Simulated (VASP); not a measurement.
# BeTe (F-43m) in VASP: further runs, part 3 of 3

VASP 6.6.1. Earlier steps stand in the parts before.

### Step 4. Single point, RPBE

The input, INCAR:

```
PREC     = Accurate       # precision mode
ENCUT    = 600            # plane-wave cutoff, eV
EDIFF    = 1E-6           # SCF threshold, eV
ISMEAR   = 0              # smearing method
SIGMA    = 0.1            # smearing width, eV
LREAL    = F              # projectors in reciprocal space
LASPH    = T              # aspherical terms in the spheres
NELM     = 120            # most SCF steps
ALGO     = Normal         # electronic algorithm
ISIF     = 2              # what is computed and relaxed
LWAVE    = F              # write WAVECAR
LCHARG   = F              # write CHGCAR
GGA      = RP             # functional
NBANDS   = 11             # bands
GGA_COMPAT= F
```

The input, KPOINTS:

```
regular mesh
0
Gamma
  4 4 4
```

The input, POSCAR:

```
BeTe
1.0
    0.0000000000      2.8314587876      2.8314587876
    2.8314587876      0.0000000000      2.8314587876
    2.8314587876      2.8314587876      0.0000000000
Be Te
1 1
Direct
    0.0000000000      0.0000000000      0.0000000000
    0.7500000000      0.7500000000      0.7500000000
```

Potentials or basis: VASP PAW PBE potentials, release 64 (Be, Te).

Run with:

```
$ cat potpaw_PBE.64/Be/POTCAR potpaw_PBE.64/Te/POTCAR > POTCAR
$ mpirun -np 1 vasp_std > vasp.out
```

OUTCAR:

```text
PREC = Accurate
   ENCUT = 600
   EDIFF = 1E-6
   ISMEAR = 0
   LREAL = F
   LASPH = T
   NELM = 120
   ISIF = 2
   GGA = RP

 ion  position               nearest neighbor table
   1  0.000  0.000  0.000-   2 2.45   2 2.45   2 2.45   2 2.45
   2  0.750  0.750  0.750-   1 2.45   1 2.45   1 2.45   1 2.45

  LATTYP: Found a face centered cubic cell.
 ALAT       =     5.6629175752

  Lattice vectors:

 A1 = (   0.0000000000,   2.8314587876,   2.8314587876)
 A2 = (   2.8314587876,   0.0000000000,   2.8314587876)
 A3 = (   2.8314587876,   2.8314587876,   0.0000000000)

Analysis of symmetry for initial positions (statically):
=====================================================================
 Subroutine PRICEL returns:
 Original cell was already a primitive cell.

 Routine SETGRP: Setting up the symmetry group for a
 face centered cubic supercell.

 Subroutine GETGRP returns: Found 24 space group operations
 (whereof 24 operations were pure point group operations)
 out of a pool of 48 trial point group operations.

The static configuration has the point symmetry T_d .

Analysis of symmetry for dynamics (positions and initial velocities):
=====================================================================
 Subroutine PRICEL returns:
 Original cell was already a primitive cell.

 Routine SETGRP: Setting up the symmetry group for a
 face centered cubic supercell.

 Subroutine GETGRP returns: Found 24 space group operations
 (whereof 24 operations were pure point group operations)
 out of a pool of 48 trial point group operations.

The dynamic configuration has the point symmetry T_d .

 Subroutine INISYM returns: Found 24 space group operations
 (whereof 24 operations are pure point group operations),
 and found     1 'primitive' translations

----------------------------------------------------------------------------------------

                                     Primitive cell

  volume of cell :      45.4005

[... 97 lines left out ...]
   LHFCALC =     F    Hartree Fock is set to
   AEXX    =    0.0000 exact exchange contribution
   IVDW    =     0    specifies the selected vdW correction
   LEPSILON=     F    determine dielectric tensor
   LRPA    =     F    only Hartree local field effects (RPA)
 non-spin polarized calculation
 Gauss-broadening in eV      SIGMA  =   0.10
  energy-cutoff  :      600.00
  volume of cell :       45.40
 maximum number of plane-waves:      1540
   NGX = 15   NGY = 15   NGZ = 15

 number of electron       8.0000000 magnetization

 Free energy of the ion-electron system (eV)
  ---------------------------------------------------
  ext. energy  EPLUGINS =         0.00000000
  ---------------------------------------------------
  free energy    TOTEN  =        -6.96414585 eV

  energy without entropy =       -6.96414585  energy(sigma->0) =       -6.96414585

 E-fermi :   5.5361     XC(G=0):  -8.8566

 val. band max:        5.0233479865   @ k =   0.0000   0.0000   0.0000
 cond. band min:       7.1288683912   @ k =   0.5000   0.5000   0.0000
 fundamental gap:      2.1055204047
 Fermi energy:         5.5361252662

 k-point     1 :       0.0000    0.0000    0.0000
  band No.  band energies     occupation
      1      -7.1410      2.00000
      2       5.0233      2.00000
      3       5.0233      2.00000
      4       5.0233      2.00000
      5       8.6606      0.00000
      6       8.6606      0.00000
      7       8.6606      0.00000
      8       8.8172      0.00000
      9      13.4757      0.00000
     10      15.1895      0.00000
     11      15.1895      0.00000
[... 85 lines left out ...]
 k-point     8 :      -0.2500    0.5000    0.2500
  band No.  band energies     occupation
      1      -5.3225      2.00000
      2       0.4923      2.00000
      3       1.4368      2.00000
      4       1.9140      2.00000
      5      10.3843      0.00000
      6      10.5911      0.00000
      7      10.6486      0.00000
      8      11.1347      0.00000
      9      15.9007      0.00000
     10      16.6860      0.00000
     11      17.8234      0.00000

------------------------ aborting loop because EDIFF is reached ----------------------------------------

  FORCE on cell =-STRESS in cart. coord.  units (eV):
  Direction    XX          YY          ZZ          XY          YZ          ZX
  --------------------------------------------------------------------------------------
  -------------------------------------------------------------------------------------
  Total        0.6004245      0.6004245      0.6004245      0.0000000      0.0000000      0.0000000
  in kB       21.1888919     21.1888919     21.1888919      0.0000000      0.0000000      0.0000000
  external PRESSURE =      21.1888919 kB  Pullay stress =       0.0000000 kB

 VOLUME and BASIS-vectors are now :
 -----------------------------------------------------------------------------
  energy-cutoff  :      600.00
  volume of cell :       45.40
      direct lattice vectors                 reciprocal lattice vectors
     0.000000000  2.831458788  2.831458788    -0.176587419  0.176587419  0.176587419
     2.831458788  0.000000000  2.831458788     0.176587419 -0.176587419  0.176587419
     2.831458788  2.831458788  0.000000000     0.176587419  0.176587419 -0.176587419

 POSITION                                       TOTAL-FORCE (eV/Angst)
 -----------------------------------------------------------------------------------
      0.00000      0.00000      0.00000        -0.000000      0.000000     -0.000000
      4.24719      4.24719      4.24719         0.000000     -0.000000      0.000000
 -----------------------------------------------------------------------------------
    total drift:                               -0.000000     -0.000000     -0.000000

  FREE ENERGIE OF THE ION-ELECTRON SYSTEM (eV)
  ---------------------------------------------------
  free  energy   TOTEN  =        -6.9641458545 eV

  energy  without entropy=       -6.9641458545  energy(sigma->0) =       -6.96414585
```

OSZICAR:

```text
N       E                     dE             d eps       ncg     rms          rms(c)
DAV:   1     0.245377152694E+02    0.24538E+02   -0.34639E+03   176   0.646E+02
DAV:   2    -0.569598227167E+01   -0.30234E+02   -0.29287E+02   208   0.107E+02
DAV:   3    -0.704343848674E+01   -0.13475E+01   -0.13444E+01   231   0.227E+01
DAV:   4    -0.705784124028E+01   -0.14403E-01   -0.14401E-01   212   0.264E+00
DAV:   5    -0.705813404193E+01   -0.29280E-03   -0.29280E-03   216   0.392E-01    0.411E+00
DAV:   6    -0.697969996015E+01    0.78434E-01   -0.97168E-02   203   0.135E+00    0.252E+00
DAV:   7    -0.696094792767E+01    0.18752E-01   -0.94989E-02   222   0.141E+00    0.475E-01
DAV:   8    -0.696333227884E+01   -0.23844E-02   -0.75813E-03   202   0.502E-01    0.676E-02
DAV:   9    -0.696395318725E+01   -0.62091E-03   -0.72973E-04   214   0.150E-01    0.314E-02
DAV:  10    -0.696412647140E+01   -0.17328E-03   -0.26087E-04   199   0.849E-02    0.180E-02
DAV:  11    -0.696414108638E+01   -0.14615E-04   -0.17683E-05   203   0.250E-02    0.109E-02
DAV:  12    -0.696414579059E+01   -0.47042E-05   -0.12933E-05   188   0.206E-02    0.472E-03
DAV:  13    -0.696414585453E+01   -0.63936E-07   -0.15332E-07   176   0.251E-03
   1 F= -.69641459E+01 E0= -.69641459E+01  d E =-.100694E-13
```

stdout:

```text
POSCAR found type information on POSCAR BeTe
 POSCAR found :  2 types and       2 ions
 scaLAPACK will be used
 -----------------------------------------------------------------------------
|                                                                             |
|                                                                             |
|     You enforced a specific xc type in the INCAR file but a different       |
|     I HOPE YOU KNOW WHAT YOU ARE DOING!                                     |
|                                                                             |
 -----------------------------------------------------------------------------

 LDA part: xc-table for (Slater+PW92), standard interpolation
 POSCAR, INCAR and KPOINTS ok, starting setup
 FFT: planning ... GRIDC
 FFT: planning ... GRID_SOFT
 FFT: planning ... GRID
 WAVECAR not read
 entering main loop
```

Wall time 4.9 s (1 thread of Intel Xeon Platinum 8375C at 2.90GHz (Ice Lake), shared host); peak memory 0.17 GiB.

Results:

```yaml
Free_energy: -6.9641 eV
Pressure: 2.1 GPa
Band_gap_on_the_k_mesh: 2.11 eV, indirect (least direct gap 3.64 eV)
```

Caveat: the k points lie up to 0.48 Å⁻¹ apart; the PAW data sets were made with another functional, which shifts forces and pressure a little; spin-orbit coupling is left out, which moves the levels of the heavy elements. A k mesh can miss the band edges.

### Step 5. Summary

| level | smearing | gap on the mesh (eV) | pressure (GPa) |
| --- | --- | --- | --- |
| PBE | gaussian 0.1 eV | 2.00 | 0.6 |
| PBE | gaussian 0.01 eV | 2.00 | 0.6 |
| RPBE | gaussian 0.1 eV | 2.11 | 2.1 |

Alike in all rows: task single point; potentials or basis VASP PAW PBE potentials, release 64 (Be, Te); no spin polarisation; cell as given; k mesh 4 × 4 × 4; cutoff (eV) 600.

Caveats: all runs use coarse meshes; spin-orbit coupling is left out, which moves the levels of the heavy elements; the PAW data sets were made with another functional, which shifts forces and pressure a little (some runs).

Total energies depend on the potentials used, so only differences within one code and one set of settings carry meaning.
